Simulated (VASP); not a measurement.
Set up this calculation in VASP 6.6.1, as the native input.

```yaml
Task: single point
Functional: PBE
Potentials_or_basis: VASP PAW PBE potentials, release 64 (C, Be)
Cutoff: 600 eV
k_mesh: 11 × 11 × 11
Occupations: fermi-dirac, width 0.05 eV
Spin: no spin polarisation
Dipole_correction: no
Further_INCAR_settings: ALGO = Normal; EDIFF = 1e-06; NBANDS = 11
```

The structure of Be2C lies in POSCAR:

```
Be2C
1.0
    0.0000000000      2.1208039254      2.1208039254
    2.1208039254      0.0000000000      2.1208039254
    2.1208039254      2.1208039254      0.0000000000
C Be
1 2
Direct
    0.0000000000      0.0000000000      0.0000000000
    0.7500000000      0.7500000000      0.7500000000
    0.2500000000      0.2500000000      0.2500000000
```

This cell differs from its parent crystal: volume scaled by 0.94.

The input as run:

INCAR

```
SYSTEM = Be2C
ALGO = Normal
EDIFF = 1E-6
ENCUT = 600
GGA = PE
GGA_COMPAT = .False.
ISIF = 2
ISMEAR = -1
LASPH = .True.
LCHARG = .True.
LELF = .True.
LREAL = .False.
LVHAR = .True.
LWAVE = .False.
NBANDS = 11
NELM = 120
PREC = Accurate
SIGMA = 0.05
```

KPOINTS

```
k-points
0
Gamma
  11 11 11
  0 0 0
```

Potentials or basis: VASP PAW PBE potentials, release 64 (C, Be).

Run with:

```console
$ cat potpaw_PBE.64/C/POTCAR potpaw_PBE.64/Be/POTCAR > POTCAR
$ mpirun -np 1 vasp_std > vasp.out
```

It gave:

```yaml
Pressure: 13.9 GPa
Band_gap_on_the_k_mesh: 1.28 eV, indirect (least direct gap 4.24 eV)
```

Run time: 5.1 s on 1 thread of Intel(R) Xeon(R) 6975P-C (Granite Rapids) (shared host), peak memory 0.14 GiB.
